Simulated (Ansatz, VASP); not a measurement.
Two plane-wave programs on Cd

Contents of INCAR:

```
SYSTEM = Cd
ALGO = Normal
EDIFF = 1E-7
ENCUT = 520
GGA = PE
ISIF = 2
ISMEAR = 1
LASPH = .TRUE.
LCHARG = .TRUE.
LELF = .TRUE.
LREAL = .FALSE.
LVHAR = .TRUE.
LWAVE = .FALSE.
NBANDS = 19
NELM = 80
PREC = Accurate
SIGMA = 0.01
```

File KPOINTS:

```
k-points
0
G
  12 12 6
  0 0 0
```

The input POSCAR:

```
Cd
1.0
    3.0007103730      0.0000000000      0.0000000000
   -1.5003551865      2.5986914124      0.0000000000
    0.0000000000      0.0000000000      5.9261569577
Cd
2
Direct
    0.3333333333      0.6666666667      0.2500000000
    0.6666666667      0.3333333333      0.7500000000
```

Input for Ansatz:

```yaml
crystal:
  lattice:
    - [3.000710373, 0.0, 0.0]
    - [-1.5003551865, 2.5986914124, 0.0]
    - [0.0, 0.0, 5.9261569577]
  atoms:
    - { symbol: Cd, position: [0.3333333333, 0.6666666667, 0.25] }
    - { symbol: Cd, position: [0.6666666667, 0.3333333333, 0.75] }
hamiltonian:
  xc: pbe
  pseudopotentials:
    kind: paw
    azcp:
      Cd: "pseudopotentials/Cd.paw.azcp"
basis:
  ecutwfc: 420
  fft_grid_basis: typed
kpoints:
  mp_grid: { grid: [12, 12, 6], shift: [0, 0, 0] }
magnetization:
  spin_polarized: false
scf:
  occupations: { method: cold, width: 0.01 }
  lower_state_search: "off"
output:
  stress: true
```

Alike in both runs: task single point; functional PBE; k mesh 12 × 12 × 6; no spin polarisation.

|  | VASP | Ansatz |
| --- | --- | --- |
| version | VASP 6.6.1 | Ansatz 0.2.0 |
| potentials or method | VASP PAW PBE potentials, release 64 (Cd), cutoff 520 eV | plane waves (420 eV) with PAW, scalar-relativistic |
| occupations | methfessel-paxton of order 1, width 0.01 eV | cold, width 0.01 eV |
| valence electrons in the cell | 24 | 40 |

|  | VASP | Ansatz | Ansatz less VASP |
| --- | --- | --- | --- |
| pressure (GPa) | 0.2 | -0.1 | -0.28 |
| traceless stress, the component that is largest in VASP (GPa) | -0.20 | -0.10 | +0.104 |

VASP's potentials hold 24 valence electrons a cell and Ansatz's 40, so a difference there can come from the potentials and not from the codes.
